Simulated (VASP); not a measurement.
# Bi3SbO3 (P4mm) in VASP: a series of runs, part 2 of 2

VASP 6.6.1. The steps go on from the part before.

## (3) Single point, PBE

This run uses another cell than the first one, of 21.09 Å³/atom, 0.914 times its volume.

INCAR

```
SYSTEM = Bi3SbO3
PREC = Accurate ; ENCUT = 520
EDIFF = 1E-7 ; ISMEAR = 0
SIGMA = 0.2 ; LREAL = .False.
LASPH = .True. ; NELM = 60
ALGO = Normal ; ISIF = 2
LWAVE = .False. ; LCHARG = .True.
GGA = PE ; LELF = .True.
LVHAR = .True. ; NBANDS = 43
```

KPOINTS

```
regular mesh
0
Gamma
  6 6 2
  0 0 0
```

POSCAR

```
Bi3SbO3
1.0
    3.9219787222      0.0000000000      0.0000000000
    0.0000000000      3.9219787222      0.0000000000
    0.0000000000      0.0000000000      9.5957550355
Sb Bi O
1 3 3
Direct
    0.0000000000      0.0000000000      0.3104563103
    0.5000000000      0.5000000000      0.9908993084
    0.0000000000      0.0000000000      0.7243214746
    0.5000000000      0.5000000000      0.4807807779
    0.5000000000      0.0000000000      0.8589821761
    0.0000000000      0.5000000000      0.8589821761
    0.0000000000      0.0000000000      0.1024787768
```

Potentials or basis: VASP PAW PBE potentials, release 64 (Sb, Bi_d, O).

The run is started by

```
$ cat potpaw_PBE.64/Sb/POTCAR potpaw_PBE.64/Bi_d/POTCAR potpaw_PBE.64/O/POTCAR > POTCAR
$ mpirun -np 1 vasp_std > vasp.out
```

OUTCAR:

```text
SYSTEM = Bi3SbO3
   PREC = Accurate
   ENCUT = 520
   EDIFF = 1E-7
   ISMEAR = 0
   LREAL = .False.
   LASPH = .True.
   NELM = 60
   ISIF = 2
   GGA = PE

 ion  position               nearest neighbor table
   1  0.000  0.000  0.310-   7 2.00   4 3.22   4 3.22   4 3.22   4 3.22
   2  0.500  0.500  0.991-   5 2.33   6 2.33   5 2.33   6 2.33   3 3.77   3 3.77   3 3.77   3 3.77

   3  0.000  0.000  0.724-   5 2.35   6 2.35   6 2.35   5 2.35   4 3.63   4 3.63   4 3.63   4 3.63
                             2 3.77   2 3.77   2 3.77   2 3.77
   4  0.500  0.500  0.481-   1 3.22   1 3.22   1 3.22   1 3.22   3 3.63   3 3.63   3 3.63   3 3.63

   5  0.500  0.000  0.859-   2 2.33   2 2.33   3 2.35   3 2.35
   6  0.000  0.500  0.859-   2 2.33   2 2.33   3 2.35   3 2.35
   7  0.000  0.000  0.102-   1 2.00

  LATTYP: Found a simple tetragonal cell.
 ALAT       =     3.9219787222
 C/A-ratio  =     2.4466616765

  Lattice vectors:

 A1 = (   3.9219787222,   0.0000000000,   0.0000000000)
 A2 = (   0.0000000000,   3.9219787222,   0.0000000000)
 A3 = (   0.0000000000,   0.0000000000,   9.5957550355)

Analysis of symmetry for initial positions (statically):
=====================================================================
 Subroutine PRICEL returns:
 Original cell was already a primitive cell.

 Routine SETGRP: Setting up the symmetry group for a
 simple tetragonal supercell.

 Subroutine GETGRP returns: Found  8 space group operations
 (whereof  8 operations were pure point group operations)
 out of a pool of 16 trial point group operations.

The static configuration has the point symmetry C_4v.

Analysis of symmetry for dynamics (positions and initial velocities):
=====================================================================
 Subroutine PRICEL returns:
 Original cell was already a primitive cell.

[... 133 lines left out ...]
  volume/ion in A,a.u.               =      21.09       142.29
  Fermi-wavevector in a.u.,A,eV,Ry     =   1.264391  2.389352 21.751411  1.598684
  Thomas-Fermi vector in A             =   2.397698
   LORBIT       =      0    0 simple, 1 ext, 2 COOP (PROOUT), +10 PAW based schemes
   GGA     = PE    functional components
   LHFCALC =     F    Hartree Fock is set to
   AEXX    =    0.0000 exact exchange contribution
   IVDW    =     0    specifies the selected vdW correction
   LEPSILON=     F    determine dielectric tensor
   LRPA    =     F    only Hartree local field effects (RPA)
 non-spin polarized calculation
 Gauss-broadening in eV      SIGMA  =   0.20
  energy-cutoff  :      520.00
  volume of cell :      147.60
 maximum number of plane-waves:      4020
 NGX is ok and might be reduce to    30
   NGX = 15   NGY = 15   NGZ = 35

 number of electron      67.9999989 magnetization

 Free energy of the ion-electron system (eV)
  ---------------------------------------------------
  ext. energy  EPLUGINS =         0.00000000
  ---------------------------------------------------
  free energy    TOTEN  =       -35.51440464 eV

  energy without entropy =      -35.46573313  energy(sigma->0) =      -35.49006889

 E-fermi :   7.3242     XC(G=0): -10.1411

 val. band max:        7.3238655167   @ k =   0.3333   0.3333   0.0000
 cond. band min:       7.3328009680   @ k =   0.3333   0.0000   0.0000
 fundamental gap:      0.0089354513
 Fermi energy:         7.3241877406

 k-point     1 :       0.0000    0.0000    0.0000
  band No.  band energies     occupation
      1     -16.8548      2.00000
      2     -16.7340      2.00000
      3     -16.7203      2.00000
      4     -16.7203      2.00000
      5     -16.6590      2.00000
      6     -16.5982      2.00000
[... 909 lines left out ...]
     42      11.0349      0.00000
     43      11.8921      0.00000

------------------------ aborting loop because EDIFF is reached ----------------------------------------

  FORCE on cell =-STRESS in cart. coord.  units (eV):
  Direction    XX          YY          ZZ          XY          YZ          ZX
  --------------------------------------------------------------------------------------
  -------------------------------------------------------------------------------------
  Total       -0.0761762     -0.0761762      0.2386727      0.0000000      0.0000000     -0.0000000
  in kB       -0.8268752     -0.8268752      2.5907389      0.0000000      0.0000000     -0.0000000
  external PRESSURE =       0.3123295 kB  Pullay stress =       0.0000000 kB

 VOLUME and BASIS-vectors are now :
 -----------------------------------------------------------------------------
  energy-cutoff  :      520.00
  volume of cell :      147.60
      direct lattice vectors                 reciprocal lattice vectors
     3.921978722  0.000000000  0.000000000     0.254973336  0.000000000  0.000000000
     0.000000000  3.921978722  0.000000000     0.000000000  0.254973336  0.000000000
     0.000000000  0.000000000  9.595755035     0.000000000  0.000000000  0.104212748

 POSITION                                       TOTAL-FORCE (eV/Angst)
 -----------------------------------------------------------------------------------
      0.00000      0.00000      2.97906         0.000000     -0.000000     -0.027059
      1.96099      1.96099      9.50843        -0.000000     -0.000000      0.048688
      0.00000      0.00000      6.95041         0.000000     -0.000000     -0.029069
      1.96099      1.96099      4.61345         0.000000      0.000000      0.083862
      1.96099      0.00000      8.24258         0.000000     -0.000000     -0.010664
      0.00000      1.96099      8.24258         0.000000     -0.000000     -0.010664
      0.00000      0.00000      0.98336         0.000000     -0.000000     -0.055095
 -----------------------------------------------------------------------------------
    total drift:                                0.000000     -0.000000     -0.000811

  FREE ENERGIE OF THE ION-ELECTRON SYSTEM (eV)
  ---------------------------------------------------
  free  energy   TOTEN  =       -35.5144046428 eV

  energy  without entropy=      -35.4657331298  energy(sigma->0) =      -35.49006889
```

stdout:

```text
POSCAR found type information on POSCAR SbBiO
 POSCAR found :  3 types and       7 ions
 scaLAPACK will be used
 LDA part: xc-table for (Slater+PW92), standard interpolation
 POSCAR, INCAR and KPOINTS ok, starting setup
 FFT: planning ... GRIDC
 FFT: planning ... GRID_SOFT
 FFT: planning ... GRID
 WAVECAR not read
 entering main loop
```

It took 4.8 min on 1 thread of Oxide Virtual Turin-like, shared host; peak memory 0.26 GiB.

What came out:

* Free energy: -35.5144 eV
* Pressure: 0.0 GPa
* Largest force: 0.084 eV/Å
* Band gap on the k mesh: zero (band 34 reaches 7.84 eV, above the bottom of band 35 at 6.63 eV)

Forces on the atoms (eV/Å):
```
Sb   0.000  0.000 -0.027
Bi   0.000  0.000  0.049
Bi   0.000  0.000 -0.029
Bi   0.000  0.000  0.084
O    0.000  0.000 -0.011
O    0.000  0.000 -0.011
O    0.000  0.000 -0.055
```

Stress tensor (GPa, compression positive):
```
-0.08  0.00  0.00
 0.00 -0.08  0.00
 0.00  0.00  0.26
```

Caveat: spin-orbit coupling is left out, which moves the levels of the heavy elements.

## (4) Single point, PBE

This run uses another cell than the first one, of 21.09 Å³/atom, 0.914 times its volume.

INCAR

```
PREC = Accurate
ENCUT = 520
EDIFF = 1E-6
ISMEAR = 0
SIGMA = 0.1
LREAL = F
LASPH = T
NELM = 80
ALGO = Normal
ISIF = 2
LWAVE = F
LCHARG = F
GGA = PE
NBANDS = 43
```

KPOINTS

```
Automatic mesh
0
Gamma
  8 8 4
```

POSCAR is that of step 3.

The run is started by

```
$ cat potpaw_PBE.64/Sb/POTCAR potpaw_PBE.64/Bi_d/POTCAR potpaw_PBE.64/O/POTCAR > POTCAR
$ mpirun -np 1 vasp_std > vasp.out
```

It took 7.9 min on 1 thread of Oxide Virtual Turin-like, shared host; peak memory 0.36 GiB.

It converged, with:

```
Free energy            : -35.5142 eV
Pressure               : 0.0 GPa
Largest force          : 0.062 eV/Å
Band gap on the k mesh : zero (band 34 reaches 7.84 eV, above the bottom of band 35 at 6.63 eV)
```

Forces on the atoms (eV/Å):
```
Sb   0.000  0.000  0.062
Bi   0.000  0.000  0.047
Bi   0.000  0.000 -0.020
Bi   0.000  0.000 -0.008
O    0.000  0.000 -0.012
O    0.000  0.000 -0.012
O    0.000  0.000 -0.057
```

Stress tensor (GPa, compression positive):
```
-0.04  0.00  0.00
 0.00 -0.04  0.00
 0.00  0.00  0.11
```

Levels at points of the mesh, in eV from the Fermi level:
| k point | band 31 | band 32 | band 33 | band 34 | band 35 | band 36 | band 37 | band 38 |
| --- | --- | --- | --- | --- | --- | --- | --- | --- |
| (0.00, 0.00, 0.00) | -3.17 | -1.07 | -1.07 | -0.89 | -0.09 | 1.72 | 1.98 | 1.98 |
| (0.50, 0.00, 0.00) | -3.14 | -2.20 | -0.75 | 0.50 | 1.15 | 1.25 | 1.51 | 2.63 |
| (0.50, 0.50, 0.00) | -3.08 | -2.91 | -2.81 | -0.89 | -0.71 | -0.71 | 2.13 | 2.18 |
| (0.00, 0.00, 0.50) | -3.00 | -1.07 | -0.96 | -0.96 | -0.35 | 1.73 | 1.73 | 2.31 |
| (0.50, 0.00, 0.50) | -3.07 | -2.16 | -0.75 | 0.28 | 1.18 | 1.23 | 1.61 | 2.67 |
| (0.50, 0.50, 0.50) | -3.53 | -2.91 | -2.81 | -1.07 | -0.15 | -0.15 | 1.82 | 1.88 |

Caveat: spin-orbit coupling is left out, which moves the levels of the heavy elements.

## (5) Overview

| cell | k mesh | smearing | gap on the mesh (eV) | pressure (GPa) | largest force (eV/Å) |
| --- | --- | --- | --- | --- | --- |
| a = 4.484, b = 4.484, c = 8.032 Å, 7 atoms | 3 × 3 × 2 | gaussian 0.15 eV | 0.74 | -0.4 | 0.05 |
| a = 3.922, b = 3.922, c = 9.596 Å, 7 atoms | 6 × 6 × 2 | gaussian 0.2 eV | none | 0.0 | 0.08 |
| a = 3.922, b = 3.922, c = 9.596 Å, 7 atoms | 8 × 8 × 4 | gaussian 0.1 eV | none | 0.0 | 0.06 |

Alike in all rows: task single point; level PBE; potentials or basis VASP PAW PBE potentials, release 64 (Sb, Bi_d, O); no spin polarisation; cutoff (eV) 520.

Caveats: some runs use coarse meshes; spin-orbit coupling is left out, which moves the levels of the heavy elements.

Total energies depend on the potentials used, so only differences within one code and one set of settings carry meaning.
